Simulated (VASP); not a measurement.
Input of a VASP 6.6.1 run:

The input INCAR:

```
SYSTEM = CuSi4
PREC     = Accurate       ! precision mode
ENCUT    = 520            ! plane-wave cutoff, eV
EDIFF    = 1E-6           ! SCF threshold, eV
ISMEAR   = 0              ! smearing method
SIGMA    = 0.05           ! smearing width, eV
LREAL    = .FALSE.        ! projectors in reciprocal space
LASPH    = .TRUE.         ! aspherical terms in the spheres
NELM     = 200            ! most SCF steps
ALGO     = Normal         ! electronic algorithm
ISIF     = 2              ! what is computed and relaxed
LWAVE    = .FALSE.        ! write WAVECAR
LCHARG   = .FALSE.        ! write CHGCAR
ISPIN    = 2              ! spin polarisation
MAGMOM   = 0 0 0 0 1      ! initial moments
LORBIT   = 11             ! projections on sites
LMAXMIX  = 4              ! l up to which the mixer works
LDIPOL   = .TRUE.       
IDIPOL   = 3            
DIPOL    = 0.5 0.5 0.345
GGA      = PE             ! functional
NBANDS   = 26             ! bands
GGA_COMPAT= .FALSE.      
NELMDL   = -8
```

Contents of KPOINTS:

```
regular mesh
0
G
  9 9 1
  0 0 0
```

Contents of POSCAR:

```
CuSi4
1.0
    3.8675357018      0.0000000000      0.0000000000
   -1.9337678509      3.3493841678      0.0000000000
    0.0000000000      0.0000000000     19.4372967520
Si Cu
4 1
Direct
    0.3333333333      0.6666666667      0.2057899332
    0.0000000000      0.0000000000      0.2464055305
    0.0000000000      0.0000000000      0.3748662368
    0.6666666667      0.3333333333      0.4083539421
    0.8333333333      1.0000000000      0.4903551106
```

Potentials or basis: VASP PAW PBE potentials, release 64 (Si, Cu).

The run is started by

```console
$ cat potpaw_PBE.64/Si/POTCAR potpaw_PBE.64/Cu/POTCAR > POTCAR
$ mpirun -np 1 vasp_std > vasp.out
```

(1) What does it give for the site moments?

(2) Estimate the largest force.

(3) Estimate the net moment.

## Answers

(1) Si +0.19, +0.01, +0.05, +0.02; Cu +0.04 μB.

(2) 1.451 eV/Å.

(3) 0.91 μB per cell.
